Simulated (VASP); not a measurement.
# MgO (P6_3/mmc) in VASP: notebook

Runs on MgO. Level: PBEsol. Tasks: single point.

All numbers are computed with VASP 6.6.1; they aren't measurements. Logs are shortened: lines on timing, memory, paths and dates and some standing lists are left out, and cuts for length are marked.

## Step 1: The cell of the first run

It takes space group P6_3/mmc (No. 194, hexagonal). The conventional cell has a = 3.486 Å, b = 3.486 Å, c = 3.551 Å, α = 90.00°, β = 90.00°, γ = 120.00°. Within 2.4 Å of Mg (site symmetry -6m2) lie 5 O at 1.78 to 2.01 Å. O (site symmetry -6m2) has 5 Mg at 1.78 to 2.01 Å within 2.4 Å.

## Step 2: Single point, PBEsol (strain -0.1500 x Voigt [0, 0, 1, 0, 0, 0])

File INCAR:

```
  PREC = Accurate
  ENCUT = 520
  EDIFF = 1E-6
  ISMEAR = 0
  SIGMA = 0.05
  LREAL = False
  LASPH = True
  NELM = 60
  ALGO = Normal
  ISIF = 2
  LWAVE = False
  LCHARG = False
  GGA = PS
  NBANDS = 16
```

File KPOINTS:

```
regular mesh
0
Gamma
  9 9 6
```

File POSCAR:

```
MgO
1.0
    3.4863778627      0.0000000000      0.0000000000
   -1.7431889314      3.0192917963      0.0000000000
    0.0000000000      0.0000000000      3.5513350370
Mg O
2 2
Direct
    0.6666666667      0.3333333333      0.7500000000
    0.3333333333      0.6666666667      0.2500000000
    0.6666666667      0.3333333333      0.2500000000
    0.3333333333      0.6666666667      0.7500000000
```

Potentials or basis: VASP PAW PBE potentials, release 64 (Mg, O).

Command:

```console
> cat potpaw_PBE.64/Mg/POTCAR potpaw_PBE.64/O/POTCAR > POTCAR
> mpirun -np 1 vasp_std > vasp.out
```

OUTCAR:

```text
PREC = Accurate
   ENCUT = 520
   EDIFF = 1E-6
   ISMEAR = 0
   LREAL = False
   LASPH = True
   NELM = 60
   ISIF = 2
   GGA = PS

 ion  position               nearest neighbor table
   1  0.667  0.333  0.750-   3 1.78   3 1.78   4 2.01   4 2.01   4 2.01   2 2.68   2 2.68   2 2.68
                             2 2.68   2 2.68   2 2.68
   2  0.333  0.667  0.250-   4 1.78   4 1.78   3 2.01   3 2.01   3 2.01   1 2.68   1 2.68   1 2.68
                             1 2.68   1 2.68   1 2.68
   3  0.667  0.333  0.250-   1 1.78   1 1.78   2 2.01   2 2.01   2 2.01
   4  0.333  0.667  0.750-   2 1.78   2 1.78   1 2.01   1 2.01   1 2.01

  LATTYP: Found a hexagonal cell.
 ALAT       =     3.4863778627
 C/A-ratio  =     1.0186317080

  Lattice vectors:

 A1 = (   3.4863778627,   0.0000000000,   0.0000000000)
 A2 = (  -1.7431889314,   3.0192917963,   0.0000000000)
 A3 = (   0.0000000000,   0.0000000000,   3.5513350370)

Analysis of symmetry for initial positions (statically):
=====================================================================
 Subroutine PRICEL returns:
 Original cell was already a primitive cell.

 Routine SETGRP: Setting up the symmetry group for a
 hexagonal supercell.

 Subroutine GETGRP returns: Found 24 space group operations
 (whereof 12 operations were pure point group operations)
 out of a pool of 24 trial point group operations.

The static configuration has the point symmetry D_3d.
 The point group associated with its full space group is D_6h.

Analysis of symmetry for dynamics (positions and initial velocities):
=====================================================================
 Subroutine PRICEL returns:
 Original cell was already a primitive cell.

 Routine SETGRP: Setting up the symmetry group for a
 hexagonal supercell.

 Subroutine GETGRP returns: Found 24 space group operations
 (whereof 12 operations were pure point group operations)
 out of a pool of 24 trial point group operations.

The dynamic configuration has the point symmetry D_3d.
 The point group associated with its full space group is D_6h.

 Subroutine INISYM returns: Found 24 space group operations
 (whereof 12 operations are pure point group operations),
 and found     1 'primitive' translations

----------------------------------------------------------------------------------------

                                     Primitive cell

  volume of cell :      37.3827

  direct lattice vectors                    reciprocal lattice vectors
     3.486377863  0.000000000  0.000000000     0.286830642  0.165601748  0.000000000
    -1.743188931  3.019291796  0.000000000     0.000000000  0.331203497  0.000000000
     0.000000000  0.000000000  3.551335037     0.000000000  0.000000000  0.281584246

  length of vectors
     3.486377863  3.486377863  3.551335037     0.331203497  0.331203497  0.281584246

  position of ions in fractional coordinates (direct lattice)
     0.666666667  0.333333333  0.750000000
     0.333333333  0.666666667  0.250000000
     0.666666667  0.333333333  0.250000000
     0.333333333  0.666666667  0.750000000

  ion indices of the primitive-cell ions
   primitive index   ion index
                 1           1
                 2           2
                 3           3
                 4           4

----------------------------------------------------------------------------------------

 KPOINTS: regular mesh

Automatic generation of k-mesh.
 Grid dimensions read from file:
 generate k-points for:    9    9    6

 Generating k-lattice:

  Cartesian coordinates                     Fractional coordinates (reciprocal lattice)
     0.031870071  0.018400194  0.000000000     0.111111111  0.000000000  0.000000000
     0.000000000  0.036800389  0.000000000     0.000000000  0.111111111  0.000000000
     0.000000000  0.000000000  0.046930708     0.000000000  0.000000000  0.166666667

  Length of vectors
     0.036800389  0.036800389  0.046930708

  Shift w.r.t. Gamma in fractional coordinates (k-lattice)
     0.000000000  0.000000000  0.000000000

 Subroutine IBZKPT returns following result:
 ===========================================

 Found     48 irreducible k-points:

 Following reciprocal coordinates:
            Coordinates               Weight
  0.000000  0.000000  0.000000      1.000000
  0.111111  0.000000  0.000000      6.000000
  0.222222  0.000000  0.000000      6.000000
  0.333333  0.000000  0.000000      6.000000
  0.444444  0.000000  0.000000      6.000000
  0.111111  0.111111  0.000000      6.000000
[... 16 lines left out ...]
  0.333333  0.222222  0.166667     24.000000
  0.333333  0.333333  0.166667      4.000000
 [... further k-points ...]
   k-points           NKPTS =     48   k-points in BZ     NKDIM =     48   number of bands    NBANDS=     16
   number of dos      NEDOS =    301   number of ions     NIONS =      4
   total plane-waves  NPLWV =  21952
   dimension x,y,z NGX =    28 NGY =   28 NGZ =   28
   dimension x,y,z NGXF=    56 NGYF=   56 NGZF=   56
   ions per type =               2   2
   NGX,Y,Z   is equivalent  to a cutoff of  13.35, 13.35, 13.11 a.u.
   NGXF,Y,Z  is equivalent  to a cutoff of  26.70, 26.70, 26.21 a.u.
 SYSTEM =  unknown system
   PREC   = accura    normal or accurate (medium, high low for compatibility)
   ISTART =      0    job   : 0-new  1-cont  2-samecut
   ICHARG =      2    charge: 1-file 2-atom 10-const
   ISPIN  =      1    spin polarized calculation?
   LNONCOLLINEAR =      F non collinear calculations
   LSORBIT =      F    spin-orbit coupling
   LASPH  =      T    aspherical Exc in radial PAW
   ENCUT  =  520.0 eV  38.22 Ry    6.18 a.u.   6.48  6.48  6.60*2*pi/ulx,y,z
   NELM   =     60;   NELMIN=  2; NELMDL= -5     # of ELM steps
   EDIFF  = 0.1E-05   stopping-criterion for ELM
   LREAL  =      F    real-space projection
[... 7 lines left out ...]
   TEBEG  =    0.0;   TEEND  =   0.0 temperature during run
   PSTRESS=    0.0 pullay stress
   NELECT =      16.0000    total number of electrons
   NUPDOWN=      -1.0000    fix difference up-down
   EMIN   =  10.00;   EMAX   =-10.00  energy-range for DOS
   EFERMI =   0.00;   METHOD = LEGACY
   ISMEAR =     0;   SIGMA  =   0.05  broadening in eV -4-tet -1-fermi 0-gaus
   EFERMI_NEDOS =   21; number of points for ismear=-14 and -15
   IALGO  =     38    algorithm
   IMIX   =      4    mixing-type and parameters
     AMIX     =   0.40;   BMIX     =  1.00
     AMIX_MAG =   1.60;   BMIX_MAG =  1.00
  volume/ion in A,a.u.               =       9.35        63.07
  Fermi-wavevector in a.u.,A,eV,Ry     =   1.233742  2.331435 20.709698  1.522120
  Thomas-Fermi vector in A             =   2.368460
   LORBIT       =      0    0 simple, 1 ext, 2 COOP (PROOUT), +10 PAW based schemes
   GGA     = PS    functional components
   LHFCALC =     F    Hartree Fock is set to
   AEXX    =    0.0000 exact exchange contribution
   IVDW    =     0    specifies the selected vdW correction
   LEPSILON=     F    determine dielectric tensor
   LRPA    =     F    only Hartree local field effects (RPA)
 non-spin polarized calculation
 Gauss-broadening in eV      SIGMA  =   0.05
  energy-cutoff  :      520.00
  volume of cell :       37.38
 maximum number of plane-waves:      1033
 NGX is ok and might be reduce to    28
   NGX = 13   NGY = 13   NGZ = 13

 number of electron      16.0000002 magnetization

 Free energy of the ion-electron system (eV)
  ---------------------------------------------------
  ext. energy  EPLUGINS =         0.00000000
  ---------------------------------------------------
  free energy    TOTEN  =       -23.06466751 eV

  energy without entropy =      -23.06466751  energy(sigma->0) =      -23.06466751

 E-fermi :   3.1558     XC(G=0): -10.9852

 val. band max:        2.8372569850   @ k =   0.0000   0.0000   0.0000
 cond. band min:       6.8223941677   @ k =   0.0000   0.0000   0.0000
 fundamental gap:      3.9851371826
 Fermi energy:         3.1557546806

 k-point     1 :       0.0000    0.0000    0.0000
  band No.  band energies     occupation
      1     -14.7706      2.00000
      2     -12.6457      2.00000
      3      -0.6622      2.00000
      4       0.5091      2.00000
      5       0.5091      2.00000
      6       2.0579      2.00000
[... 8 lines left out ...]
     15      19.1832      0.00000
     16      20.2119      0.00000

 k-point     2 :       0.1111    0.0000    0.0000
  band No.  band energies     occupation
      1     -14.6978      2.00000
      2     -12.6825      2.00000
      3      -0.5759      2.00000
      4       0.3575      2.00000
      5       0.3880      2.00000
      6       1.7789      2.00000
[... 8 lines left out ...]
     15      19.0819      0.00000
     16      19.8582      0.00000

 k-point     3 :       0.2222    0.0000    0.0000
  band No.  band energies     occupation
      1     -14.4943      2.00000
      2     -12.7949      2.00000
      3      -0.3285      2.00000
      4      -0.1284      2.00000
      5       0.1380      2.00000
      6       1.4188      2.00000
[... 8 lines left out ...]
     15      19.0583      0.00000
     16      19.5207      0.00000

 k-point     4 :       0.3333    0.0000    0.0000
  band No.  band energies     occupation
      1     -14.2067      2.00000
      2     -12.9781      2.00000
      3      -0.7235      2.00000
      4      -0.0903      2.00000
      5       0.0396      2.00000
      6       1.2788      2.00000
[... 8 lines left out ...]
     15      18.2796      0.00000
     16      20.2258      0.00000
[... 324 lines left out ...]
 k-point    22 :       0.2222    0.2222    0.1667
  band No.  band energies     occupation
      1     -13.9279      2.00000
      2     -13.0832      2.00000
      3      -1.0068      2.00000
      4      -0.6718      2.00000
      5       0.4737      2.00000
      6       1.0473      2.00000
[... 8 lines left out ...]
     15      19.6786      0.00000
     16      20.5169      0.00000

 k-point    23 :       0.3333    0.2222    0.1667
  band No.  band energies     occupation
      1     -13.6838      2.00000
      2     -13.2625      2.00000
      3      -1.3220      2.00000
      4      -0.4552      2.00000
      5       0.1035      2.00000
      6       1.3290      2.00000
[... 8 lines left out ...]
     15      19.6788      0.00000
     16      20.7149      0.00000

 k-point    24 :       0.3333    0.3333    0.1667
  band No.  band energies     occupation
      1     -13.4616      2.00000
      2     -13.4616      2.00000
      3      -1.3992      2.00000
      4      -0.2278      2.00000
      5      -0.2278      2.00000
      6       1.7398      2.00000
[... 8 lines left out ...]
     15      19.4055      0.00000
     16      21.3395      0.00000

 [... further k-points ...]
[... 5 lines left out ...]
  --------------------------------------------------------------------------------------
  -------------------------------------------------------------------------------------
  Total        3.7842858      3.7842858     25.6085655     -0.0000000      0.0000000     -0.0000000
  in kB      162.1897181    162.1897181   1097.5508393     -0.0000000      0.0000000     -0.0000000
  external PRESSURE =     473.9767585 kB  Pullay stress =       0.0000000 kB

 VOLUME and BASIS-vectors are now :
 -----------------------------------------------------------------------------
  energy-cutoff  :      520.00
  volume of cell :       37.38
      direct lattice vectors                 reciprocal lattice vectors
     3.486377863  0.000000000  0.000000000     0.286830642  0.165601748  0.000000000
    -1.743188931  3.019291796  0.000000000     0.000000000  0.331203497  0.000000000
     0.000000000  0.000000000  3.551335037     0.000000000  0.000000000  0.281584246

 POSITION                                       TOTAL-FORCE (eV/Angst)
 -----------------------------------------------------------------------------------
      1.74319      1.00643      2.66350        -0.000000     -0.000000      0.000000
     -0.00000      2.01286      0.88783         0.000000      0.000000      0.000000
      1.74319      1.00643      0.88783         0.000000      0.000000     -0.000000
     -0.00000      2.01286      2.66350        -0.000000     -0.000000     -0.000000
 -----------------------------------------------------------------------------------
    total drift:                               -0.000000      0.000000     -0.000000

  FREE ENERGIE OF THE ION-ELECTRON SYSTEM (eV)
  ---------------------------------------------------
  free  energy   TOTEN  =       -23.0646675067 eV

  energy  without entropy=      -23.0646675067  energy(sigma->0) =      -23.06466751
```

Wall time 30 s (1 thread of Intel Xeon 8259CL, shared host); peak memory 0.17 GiB.

What came out:

- Free energy: -23.0647 eV
- Pressure: 47.4 GPa
- Band gap on the k mesh: 3.99 eV, direct

Stress tensor (GPa, compression positive):
```
 16.22   0.00   0.00
  0.00  16.22   0.00
  0.00   0.00 109.76
```

Caveat: the cell differs from its parent crystal (strain -0.1500 x Voigt [0, 0, 1, 0, 0, 0]); the PAW data sets were made with another functional, which shifts forces and pressure a little.

## Step 3: Single point, PBEsol (strain -0.1125 x Voigt [0, 0, 1, 0, 0, 0])

File INCAR:

```
SYSTEM = MgO
ALGO     = Normal         ! electronic algorithm
EDIFF    = 1E-6           ! SCF threshold, eV
ENCUT    = 520            ! plane-wave cutoff, eV
GGA      = PS             ! functional
ISIF     = 2              ! what is computed and relaxed
ISMEAR   = 0              ! smearing method
LASPH    = .TRUE.         ! aspherical terms in the spheres
LCHARG   = .TRUE.         ! write CHGCAR
LELF     = .TRUE.         ! ELF
LREAL    = .FALSE.        ! projectors in reciprocal space
LVHAR    = .TRUE.       
LWAVE    = .FALSE.        ! write WAVECAR
NBANDS   = 16             ! bands
NELM     = 60             ! most SCF steps
PREC     = Accurate       ! precision mode
SIGMA    = 0.05           ! smearing width, eV
```

File KPOINTS:

```
k-points
0
G
  9 9 6
  0 0 0
```

Edit POSCAR of step 2 so:

```diff
@@ -4,3 +4,3 @@
    -1.7431889314      3.0192917963      0.0000000000
-    0.0000000000      0.0000000000      3.5513350370
+    0.0000000000      0.0000000000      3.7080115828
 Mg O
```

Potentials or basis: VASP PAW PBE potentials, release 64 (Mg, O).

Command:

```console
> cat potpaw_PBE.64/Mg/POTCAR potpaw_PBE.64/O/POTCAR > POTCAR
> mpirun -np 1 vasp_std > vasp.out
```

It took 34 s on 1 thread of Intel Xeon 8259CL, shared host; peak memory 0.17 GiB.

Results (log left out):

| Property | Result |
| --- | --- |
| Free energy | -23.9471 eV |
| Pressure | 29.1 GPa |
| Band gap on the k mesh | 3.90 eV, direct |

Stress tensor (GPa, compression positive):
```
11.51  0.00  0.00
 0.00 11.51  0.00
 0.00  0.00 64.19
```

Levels at points of the mesh, in eV from the valence-band top:
```csv
k point,band 6,band 7,band 8,band 9,band 10,band 11
"(0.00, 0.00, 0.00)",-0.73,-0.73,0.00,3.90,11.15,12.61
"(0.00, 0.00, 0.50)",-1.47,-1.47,-1.47,7.12,7.12,12.95
```

Caveat: the cell differs from its parent crystal (strain -0.1125 x Voigt [0, 0, 1, 0, 0, 0]); the PAW data sets were made with another functional, which shifts forces and pressure a little.
